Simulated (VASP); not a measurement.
A run of VASP 6.6.1 is set up as follows.

INCAR

```
PREC = Accurate ; ENCUT = 520
EDIFF = 1E-6 ; ISMEAR = -1
SIGMA = 0.01 ; LREAL = Auto
LASPH = True ; NELM = 120
ALGO = Normal ; ISIF = 2
LWAVE = False ; LCHARG = False
GGA = PE ; NELECT = 136.0
NBANDS = 89 ; GGA_COMPAT = False
```

KPOINTS

```
Automatic mesh
0
Gamma
  1 1 1
```

The input POSCAR:

```
Si16C16O
1.0
   -4.3797050000      4.3797050000     -4.3797050000
    4.3797050000      4.3797050000      4.3797050000
    4.3797050000     -4.3797050000     -4.3797050000
Si C O
16 16 1
Direct
   -0.0002987644     -0.0038501452      0.7476514971
   -0.0003075550      0.2477107476      0.4961213141
   -0.0002954537      0.4998092337      0.2372292198
   -0.0003176013      0.7372493125     -0.0002218186
    0.2512382683      0.0034748916      0.5034296830
    0.2518340847      0.2482698036      0.2518999567
    0.2371659735      0.4998298972     -0.0002101740
    0.2518286049      0.7519437953      0.7482531358
    0.5033627836      0.0034873353      0.2513226347
    0.4960403726      0.2476907691     -0.0002127997
    0.4960227915      0.4998022698      0.7476524104
    0.5033486274      0.7513653317      0.5034457800
    0.7475937306     -0.0038488894     -0.0002118864
    0.7622638968      0.2623599078      0.7623415276
    0.7475943014      0.4998272715      0.4961319313
    0.7481491333      0.7519370597      0.2519094323
   -0.0002887181     -0.0006985630     -0.0002255860
   -0.0002899739      0.2342044727      0.7341787860
   -0.0002887181      0.4998427976      0.4993068026
   -0.0003190854      0.7654084008      0.2653828283
    0.2497107682     -0.0001814049      0.7497794943
    0.2496773184      0.2498014136      0.4997588879
    0.2653096499      0.4998054663      0.2653928746
    0.2653064533      0.7654407089     -0.0002090323
    0.5001897388      0.0003189713      0.5002735344
    0.4997197300      0.2498294976      0.2497854308
    0.4991888723      0.4998130011     -0.0002211336
    0.4997070579      0.7498197938      0.7497890840
    0.7497109965     -0.0001729569      0.2497897689
    0.7341018402      0.2342021894     -0.0002239877
    0.7340798067      0.4997980458      0.7341754753
    0.7496951279      0.7498245886      0.4997918810
   -0.0002734202      0.4998232758     -0.0002185079
```

Potentials or basis: VASP PAW PBE potentials, release 64 (Si, C, O).

The run is started by

```sh
$ cat potpaw_PBE.64/Si/POTCAR potpaw_PBE.64/C/POTCAR potpaw_PBE.64/O/POTCAR > POTCAR
$ mpirun -np 1 vasp_gam > vasp.out
```

(1) Estimate the largest force.

Answers

(1) 0.011 eV/Å.

Caveat: the k points lie up to 1.01 Å⁻¹ apart; the cell carries a net charge on a neutralising background, which shifts energy and pressure.
